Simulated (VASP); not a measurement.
# HfN (Fm-3m) in VASP: notebook

Runs on HfN. Level: r2SCAN. Tasks: relaxation of cell and atoms.

Everything below comes from runs of VASP 6.6.1. Logs are shortened: lines on timing, memory, paths and dates and some standing lists are left out, and cuts for length are marked.

## (1) The cell of the first run

It takes space group Fm-3m (No. 225, cubic). The conventional cell has a = 4.483 Å, b = 4.483 Å, c = 4.483 Å, α = 90.00°, β = 90.00°, γ = 90.00°. Within 3.0 Å of Hf (site symmetry m-3m) lie 6 N at 2.24 Å. Within 3.0 Å of N (site symmetry m-3m) lie 6 Hf at 2.24 Å.

## (2) Relaxation of cell and atoms, r2SCAN, target pressure 3 GPa, at which the enthalpy is minimised

File POSCAR:

```
HfN
1.0
    0.0000000000      2.2413495308      2.2413495308
    2.2413495308      0.0000000000      2.2413495308
    2.2413495308      2.2413495308      0.0000000000
Hf N
1 1
Direct
    0.0000000000      0.0000000000      0.0000000000
    0.5000000000      0.5000000000      0.5000000000
```

File INCAR.step1:

```
SYSTEM = HfN
  PREC = Accurate
  ENCUT = 600
  ISMEAR = 0
  SIGMA = 0.1
  LREAL = .FALSE.
  LASPH = .TRUE.
  NELM = 100
  GGA = PE
  ALGO = Normal
  EDIFF = 1E-4
  LWAVE = .TRUE.
  LCHARG = .FALSE.
```

File INCAR.step2:

```
SYSTEM = HfN
  PREC = Accurate
  ENCUT = 600
  EDIFF = 1E-7
  ISMEAR = 0
  SIGMA = 0.1
  LREAL = .FALSE.
  LASPH = .TRUE.
  NELM = 100
  ALGO = Normal
  ISIF = 3
  LWAVE = .FALSE.
  LCHARG = .FALSE.
  METAGGA = R2SCAN
  LMIXTAU = .TRUE.
  IBRION = 2
  NSW = 70
  EDIFFG = -0.008
  PSTRESS = 30.0
  ISTART = 1
```

File KPOINTS:

```
regular mesh
0
G
  16 16 16
  0 0 0
```

Potentials or basis: VASP PAW PBE potentials, release 64 (Hf_pv, N).

Started as:

```
cat potpaw_PBE.64/Hf_pv/POTCAR potpaw_PBE.64/N/POTCAR > POTCAR
cp INCAR.step1 INCAR
mpirun -np 1 vasp_std > vasp.out
cp INCAR.step2 INCAR
mpirun -np 1 vasp_std > vasp.out
```

OUTCAR:

```text
SYSTEM = HfN
   PREC = Accurate
   ENCUT = 600
   EDIFF = 1E-7
   ISMEAR = 0
   LREAL = .FALSE.
   LASPH = .TRUE.
   NELM = 100
   ISIF = 3
   METAGGA = R2SCAN
   IBRION = 2
   NSW = 70
   EDIFFG = -0.008
   PSTRESS = 30.0
   ISTART = 1

 ion  position               nearest neighbor table
   1  0.000  0.000  0.000-   2 2.24   2 2.24   2 2.24   2 2.24   2 2.24   2 2.24
   2  0.500  0.500  0.500-   1 2.24   1 2.24   1 2.24   1 2.24   1 2.24   1 2.24

  LATTYP: Found a face centered cubic cell.
 ALAT       =     4.4826990616

  Lattice vectors:

 A1 = (   0.0000000000,   2.2413495308,   2.2413495308)
 A2 = (   2.2413495308,   0.0000000000,   2.2413495308)
 A3 = (   2.2413495308,   2.2413495308,   0.0000000000)

Analysis of symmetry for initial positions (statically):
=====================================================================
 Subroutine PRICEL returns:
 Original cell was already a primitive cell.

 Routine SETGRP: Setting up the symmetry group for a
 face centered cubic supercell.

 Subroutine GETGRP returns: Found 48 space group operations
 (whereof 48 operations were pure point group operations)
 out of a pool of 48 trial point group operations.

The static configuration has the point symmetry O_h .

Analysis of symmetry for dynamics (positions and initial velocities):
=====================================================================
 Subroutine PRICEL returns:
 Original cell was already a primitive cell.

 Routine SETGRP: Setting up the symmetry group for a
 face centered cubic supercell.

 Subroutine GETGRP returns: Found 48 space group operations
 (whereof 48 operations were pure point group operations)
 out of a pool of 48 trial point group operations.

The dynamic configuration has the point symmetry O_h .

 Subroutine INISYM returns: Found 48 space group operations
 (whereof 48 operations are pure point group operations),
 and found     1 'primitive' translations

----------------------------------------------------------------------------------------

                                     Primitive cell

  volume of cell :      22.5195

  direct lattice vectors                    reciprocal lattice vectors
     0.000000000  2.241349531  2.241349531    -0.223079887  0.223079887  0.223079887
     2.241349531  0.000000000  2.241349531     0.223079887 -0.223079887  0.223079887
     2.241349531  2.241349531  0.000000000     0.223079887  0.223079887 -0.223079887

  length of vectors
     3.169746904  3.169746904  3.169746904     0.386385698  0.386385698  0.386385698

  position of ions in fractional coordinates (direct lattice)
     0.000000000  0.000000000  0.000000000
     0.500000000  0.500000000  0.500000000

  ion indices of the primitive-cell ions
   primitive index   ion index
                 1           1
                 2           2

----------------------------------------------------------------------------------------

 KPOINTS: regular mesh

Automatic generation of k-mesh.
 Grid dimensions read from file:
 generate k-points for:   16   16   16

 Generating k-lattice:

  Cartesian coordinates                     Fractional coordinates (reciprocal lattice)
    -0.013942493  0.013942493  0.013942493     0.062500000  0.000000000  0.000000000
     0.013942493 -0.013942493  0.013942493     0.000000000  0.062500000  0.000000000
     0.013942493  0.013942493 -0.013942493     0.000000000  0.000000000  0.062500000

  Length of vectors
     0.024149106  0.024149106  0.024149106

  Shift w.r.t. Gamma in fractional coordinates (k-lattice)
     0.000000000  0.000000000  0.000000000

 Subroutine IBZKPT returns following result:
 ===========================================

 Found    145 irreducible k-points:

 Following reciprocal coordinates:
            Coordinates               Weight
  0.000000  0.000000  0.000000      1.000000
  0.062500  0.000000  0.000000      8.000000
  0.125000  0.000000  0.000000      8.000000
  0.187500  0.000000  0.000000      8.000000
  0.250000  0.000000  0.000000      8.000000
  0.312500  0.000000  0.000000      8.000000
[... 16 lines left out ...]
 -0.125000  0.062500  0.000000     24.000000
 -0.062500  0.062500  0.000000     12.000000
 [... further k-points ...]
   k-points           NKPTS =    145   k-points in BZ     NKDIM =    145   number of bands    NBANDS=     11
   number of dos      NEDOS =    301   number of ions     NIONS =      2
   total plane-waves  NPLWV =  21952
   dimension x,y,z NGX =    28 NGY =   28 NGZ =   28
   dimension x,y,z NGXF=    56 NGYF=   56 NGZF=   56
   ions per type =               1   1
   NGX,Y,Z   is equivalent  to a cutoff of  14.69, 14.69, 14.69 a.u.
   NGXF,Y,Z  is equivalent  to a cutoff of  29.37, 29.37, 29.37 a.u.
 SYSTEM =  HfN
   PREC   = accura    normal or accurate (medium, high low for compatibility)
   ISTART =      1    job   : 0-new  1-cont  2-samecut
   ICHARG =      0    charge: 1-file 2-atom 10-const
   ISPIN  =      1    spin polarized calculation?
   LNONCOLLINEAR =      F non collinear calculations
   LSORBIT =      F    spin-orbit coupling
   LASPH  =      T    aspherical Exc in radial PAW
   ENCUT  =  600.0 eV  44.10 Ry    6.64 a.u.   6.33  6.33  6.33*2*pi/ulx,y,z
   NELM   =    100;   NELMIN=  2; NELMDL=  0     # of ELM steps
   EDIFF  = 0.1E-06   stopping-criterion for ELM
   LREAL  =      F    real-space projection
   EDIFFG = -.8E-02   stopping-criterion for IOM
   NSW    =     70    number of steps for IOM
   IBRION =      2    ionic relax: 0-MD 1-quasi-New 2-CG
   NFREE  =      1    steps in history (QN), initial steepest desc. (CG)
   ISIF   =      3    stress and relaxation
   ISYM   =      2    0-nonsym 1-usesym 2-fastsym
   POTIM  = 0.5000    time-step for ionic-motion
   TEBEG  =    0.0;   TEEND  =   0.0 temperature during run
   PSTRESS=   30.0 pullay stress
   NELECT =      15.0000    total number of electrons
   NUPDOWN=      -1.0000    fix difference up-down
   EMIN   =  10.00;   EMAX   =-10.00  energy-range for DOS
   EFERMI =   0.00;   METHOD = LEGACY
   ISMEAR =     0;   SIGMA  =   0.10  broadening in eV -4-tet -1-fermi 0-gaus
   EFERMI_NEDOS =   21; number of points for ismear=-14 and -15
   IALGO  =     38    algorithm
   IMIX   =      4    mixing-type and parameters
     AMIX     =   0.40;   BMIX     =  1.00
     AMIX_MAG =   1.60;   BMIX_MAG =  1.00
  volume/ion in A,a.u.               =      11.26        75.98
  Fermi-wavevector in a.u.,A,eV,Ry     =   1.429724  2.701787 27.811830  2.044112
  Thomas-Fermi vector in A             =   2.549647
   LORBIT       =      0    0 simple, 1 ext, 2 COOP (PROOUT), +10 PAW based schemes
   METAGGA = R2SCAN    functional components
   LHFCALC =     F    Hartree Fock is set to
   AEXX    =    0.0000 exact exchange contribution
   IVDW    =     0    specifies the selected vdW correction
   LEPSILON=     F    determine dielectric tensor
   LRPA    =     F    only Hartree local field effects (RPA)
 conjugate gradient relaxation of ions
 non-spin polarized calculation
 Gauss-broadening in eV      SIGMA  =   0.10
  energy-cutoff  :      600.00
  volume of cell :       22.52
 maximum number of plane-waves:       763
 NGX is ok and might be reduce to    28
   NGX = 13   NGY = 13   NGZ = 13

--------------------------------------- Ionic step        1  -------------------------------------------

 number of electron      15.0000002 magnetization

 Free energy of the ion-electron system (eV)
  ---------------------------------------------------
  ext. energy  EPLUGINS =         0.00000000
  ---------------------------------------------------
  free energy    TOTEN  =       -58.23089403 eV

  energy without entropy =      -58.22807855  energy(sigma->0) =      -58.22948629

------------------------ aborting loop because EDIFF is reached ----------------------------------------

  FORCE on cell =-STRESS in cart. coord.  units (eV):
  Direction    XX          YY          ZZ          XY          YZ          ZX
  --------------------------------------------------------------------------------------
  -------------------------------------------------------------------------------------
  Total        0.8161691      0.8161691      0.8161691      0.0000000     -0.0000000      0.0000000
  in kB       58.0673443     58.0673443     58.0673443      0.0000000     -0.0000000      0.0000000
  external PRESSURE =      28.0673443 kB  Pullay stress =      30.0000000 kB
[... 61 lines left out ...]
  enthalpy is  TOTEN    =       -57.8033730691 eV   P V=        0.4338193783

--------------------------------------- Ionic step        3  -------------------------------------------

 number of electron      15.0000002 magnetization

 Free energy of the ion-electron system (eV)
  ---------------------------------------------------
  ext. energy  EPLUGINS =         0.00000000
  ---------------------------------------------------
  free energy    TOTEN  =       -58.23675940 eV

  energy without entropy =      -58.23393036  energy(sigma->0) =      -58.23534488

 E-fermi :   8.6573     XC(G=0): -13.6451

 val. band max:        8.6546508863   @ k =  -0.1250   0.0625   0.0000
 cond. band min:       8.6719041404   @ k =   0.3750   0.1250   0.0000
 fundamental gap:      0.0172532540
 Fermi energy:         8.6572564545

 k-point     1 :       0.0000    0.0000    0.0000
  band No.  band energies     occupation
      1     -23.8225      2.00000
      2     -23.8225      2.00000
      3     -23.8225      2.00000
      4     -10.1298      2.00000
      5       5.2117      2.00000
      6       5.2117      2.00000
      7       5.2117      2.00000
      8       8.3115      2.00000
      9       8.3115      2.00000
     10       8.3115      2.00000
     11      10.7022      0.00000
[... 309 lines left out ...]
 k-point    24 :      -0.0625    0.0625    0.0000
  band No.  band energies     occupation
      1     -23.9253      2.00000
      2     -23.8475      2.00000
      3     -23.8239      2.00000
      4      -9.8870      2.00000
      5       4.1918      2.00000
      6       4.5329      2.00000
      7       4.8706      2.00000
      8       8.4625      1.99413
      9       8.4927      1.98008
     10       8.9476      0.00004
     11      10.9105      0.00000

 [... further k-points ...]
[... 5 lines left out ...]
  --------------------------------------------------------------------------------------
  -------------------------------------------------------------------------------------
  Total        0.4101127      0.4101127      0.4101127     -0.0000000     -0.0000000     -0.0000000
  in kB       28.9037989     28.9037989     28.9037989     -0.0000000     -0.0000000     -0.0000000
  external PRESSURE =      -1.0962011 kB  Pullay stress =      30.0000000 kB
[... 17 lines left out ...]
  FREE ENERGIE OF THE ION-ELECTRON SYSTEM (eV)
  ---------------------------------------------------
  free  energy   TOTEN  =       -58.2367593974 eV

  energy  without entropy=      -58.2339303583  energy(sigma->0) =      -58.23534488

  enthalpy is  TOTEN    =       -57.8110928559 eV   P V=        0.4256665414

 reached required accuracy - stopping structural energy minimisation
```

Wall time 5.8 min (1 thread of AMD EPYC 9R45 (Zen 5), shared host); peak memory 0.18 GiB.

Results:

```yaml
Free_energy: -58.2368 eV
Relaxed_volume: 11.37 Å³/atom
Relaxed_cell: a = 3.180 Å, b = 3.180 Å, c = 3.180 Å, α = 60.00°, β = 60.00°, γ = 60.00°
Space_group_after_relaxing_to_0.1_Å: Fm-3m (No. 225)
Energy_change_on_relaxing_the_run_minimises_the_enthalpy: -2.9 meV/atom
Ionic_steps: 3
Pressure_after_relaxing: 2.9 GPa
Band_gap_on_the_k_mesh: zero (an odd number of electrons rules out a gap without spin polarisation)
```

The path:
```tsv
step	energy change (eV)	largest force (eV/Å)	pressure (GPa)	volume (Å³)
1	0.0000	0.0000	5.81	22.52
2	-0.0063	0.0000	-2.62	23.17
3	-0.0059	0.0000	2.89	22.73
```

Final structure:
```xyz
2
Lattice="0.0000 2.2484 2.2484 2.2484 0.0000 2.2484 2.2484 2.2484 0.0000" Properties=species:S:1:pos:R:3 pbc="T T T"
Hf    0.0000    0.0000    0.0000
N     2.2484    2.2484    2.2484
```

Levels at points of the mesh, in eV from the Fermi level:
| k point | band 5 | band 6 | band 7 | band 8 | band 9 | band 10 | band 11 |
| --- | --- | --- | --- | --- | --- | --- | --- |
| (0.00, 0.00, 0.00) | -3.45 | -3.45 | -3.45 | -0.35 | -0.35 | -0.35 | 2.04 |
| (0.50, 0.00, 0.00) | -9.43 | -6.72 | -6.72 | 3.45 | 3.85 | 3.85 | 4.69 |
| (0.50, 0.50, 0.00) | -5.93 | -4.14 | -4.14 | -3.96 | 4.21 | 5.67 | 5.67 |

Caveat: the cell is relaxed towards a set pressure, so the run minimises the enthalpy, not the energy; the PAW data sets were made with another functional, which shifts forces and pressure a little; spin-orbit coupling is left out, which moves the levels of the heavy elements.

## (3) Relaxation of cell and atoms, r2SCAN, target pressure 8 GPa, at which the enthalpy is minimised

File POSCAR:

```
HfN
1.0
    0.0000000000      2.2422845736      2.2422845736
    2.2422845736      0.0000000000      2.2422845736
    2.2422845736      2.2422845736      0.0000000000
Hf N
1 1
Direct
    0.0000000000      0.0000000000      0.0000000000
    0.5000000000      0.5000000000      0.5000000000
```

File INCAR.step1:

```
PREC     = Accurate       # precision mode
ENCUT    = 600            # plane-wave cutoff, eV
ISMEAR   = 0              # smearing method
SIGMA    = 0.1            # smearing width, eV
LREAL    = F              # projectors in reciprocal space
LASPH    = T              # aspherical terms in the spheres
NELM     = 100            # most SCF steps
GGA      = PE             # functional
ALGO     = Normal         # electronic algorithm
EDIFF    = 1E-4           # SCF threshold, eV
LWAVE    = T              # write WAVECAR
LCHARG   = F              # write CHGCAR
```

File INCAR.step2:

```
PREC     = Accurate       # precision mode
ENCUT    = 600            # plane-wave cutoff, eV
EDIFF    = 1E-7           # SCF threshold, eV
ISMEAR   = 0              # smearing method
SIGMA    = 0.1            # smearing width, eV
LREAL    = F              # projectors in reciprocal space
LASPH    = T              # aspherical terms in the spheres
NELM     = 100            # most SCF steps
ALGO     = Normal         # electronic algorithm
ISIF     = 3              # what is computed and relaxed
LWAVE    = F              # write WAVECAR
LCHARG   = F              # write CHGCAR
METAGGA  = R2SCAN         # meta-GGA
LMIXTAU  = T            
IBRION   = 2              # ionic algorithm
NSW      = 70             # ionic steps
EDIFFG   = -0.008         # ionic threshold
PSTRESS  = 80.0         
ISTART   = 1
```

File KPOINTS:

```
Automatic mesh
0
Gamma
  16 16 16
```

Potentials or basis: VASP PAW PBE potentials, release 64 (Hf_pv, N).

Started as:

```
cat potpaw_PBE.64/Hf_pv/POTCAR potpaw_PBE.64/N/POTCAR > POTCAR
cp INCAR.step1 INCAR
mpirun -np 1 vasp_std > vasp.out
cp INCAR.step2 INCAR
mpirun -np 1 vasp_std > vasp.out
```

Wall time 6 min (1 thread of AMD EPYC 9R45 (Zen 5), shared host); peak memory 0.18 GiB.

The run converged. Its results:

| Property | Result |
| --- | --- |
| Free energy | -58.2245 eV |
| Relaxed volume | 11.19 Å³/atom |
| Relaxed cell | a = 3.163 Å, b = 3.163 Å, c = 3.163 Å, α = 60.00°, β = 60.00°, γ = 60.00° |
| Space group after relaxing (to 0.1 Å) | Fm-3m (No. 225) |
| Energy change on relaxing (the run minimises the enthalpy) | +3.7 meV/atom |
| Ionic steps | 3 |
| Pressure after relaxing | 7.9 GPa |
| Band gap on the k mesh | zero (an odd number of electrons rules out a gap without spin polarisation) |

The path:
| step | energy change (eV) | largest force (eV/Å) | pressure (GPa) | volume (Å³) |
| --- | --- | --- | --- | --- |
| 1 | 0.0000 | 0.0000 | 5.41 | 22.55 |
| 2 | 0.0358 | 0.0000 | 14.19 | 21.96 |
| 3 | 0.0074 | 0.0000 | 7.93 | 22.37 |

Final structure:
```
CELL_PARAMETERS angstrom
0.00000 2.23639 2.23639
2.23639 0.00000 2.23639
2.23639 2.23639 0.00000
ATOMIC_POSITIONS crystal
Hf 0.00000 0.00000 0.00000
N 0.50000 0.50000 0.50000
```

Levels at points of the mesh, in eV from the Fermi level:
```tsv
k point	band 5	band 6	band 7	band 8	band 9	band 10	band 11
(0.00, 0.00, 0.00)	-3.47	-3.47	-3.47	-0.36	-0.36	-0.36	2.08
(0.50, 0.00, 0.00)	-9.52	-6.81	-6.81	3.53	3.94	3.94	4.78
(0.50, 0.50, 0.00)	-5.93	-4.15	-4.15	-4.03	4.30	5.80	5.80
```

Caveat: the cell is relaxed towards a set pressure, so the run minimises the enthalpy, not the energy; the PAW data sets were made with another functional, which shifts forces and pressure a little; spin-orbit coupling is left out, which moves the levels of the heavy elements.
